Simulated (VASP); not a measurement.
MnO2, 3 atoms in the cell. It takes space group P-3m1 (No. 164, trigonal). The conventional cell has a = 2.877 Å, b = 2.877 Å, c = 5.446 Å, α = 90.00°, β = 90.00°, γ = 120.00°. Within 2.5 Å of Mn (site symmetry -3m) lie 6 O at 1.92 Å. Within 2.6 Å of O (site symmetry 3m) lie 3 Mn at 1.92 Å and 3 O at 2.53 Å. 

```yaml
Program: VASP 6.6.1
Task: single point
Functional: PBE
Potentials_or_basis: VASP PAW PBE potentials, release 64 (Mn_sv, O)
Cutoff: 700 eV
k_mesh: 14 × 14 × 6
Occupations: gaussian, width 0.05 eV
Spin: collinear spin, ferromagnetic start
Starting_moments: "[3.0, 0.0, 0.0] μB"
Dipole_correction: no
Further_INCAR_settings: ALGO = Normal; EDIFF = 1e-06; NBANDS = 24
```

Potentials or basis: VASP PAW PBE potentials, release 64 (Mn_sv, O).

Launch:

```bash
$ cat potpaw_PBE.64/Mn_sv/POTCAR potpaw_PBE.64/O/POTCAR > POTCAR
$ mpirun -np 1 vasp_std > vasp.out
```

Hardware: 1 thread of Intel(R) Xeon(R) Platinum 8259CL CPU @ 2.50GHz (Skylake/Cascade Lake), with other jobs on the host.

Question: Estimate the wall time of this run.

Answer: It took 6.4 min on 1 thread of Intel(R) Xeon(R) Platinum 8259CL CPU @ 2.50GHz (Skylake/Cascade Lake) (shared host), peak memory 0.4 GiB. Counts: scf iterations 18, k points 128.
